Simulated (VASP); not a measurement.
Crystal: GaAs.

```
CELL_PARAMETERS angstrom
0.00000 2.83308 2.83308
2.96114 0.00000 2.83308
2.96114 2.83308 0.00000
ATOMIC_POSITIONS crystal
Ga 0.00000 0.00000 0.00000
As 0.25000 0.25000 0.25000
```

This cell differs from its parent crystal: uniaxial x strain +4.5%.

Base run:

- Program: VASP 6.6.1
- Functional: PBE
- Potentials or basis: VASP PAW PBE potentials, release 64 (Ga_d, As)
- Cutoff: 520 eV
- k mesh: 8 × 8 × 8
- Occupations: fermi-dirac, width 0.02 eV
- Spin: no spin polarisation

Its results: band gap on the k mesh 0.04 eV, direct; pressure 0.0 GPa.

Q: The run is repeated on the same cell with these changes: functional from PBE to r2SCAN; further incar settings from ALGO = Normal; EDIFF = 1e-07; NBANDS = 16 to ALGO = Normal; EDIFF = 1e-06; NBANDS = 16. What comes out?

A: Band gap on the k mesh 0.49 eV, direct; pressure -2.8 GPa.

Caveats: the PAW data sets were made with another functional, which shifts forces and pressure a little (some runs).

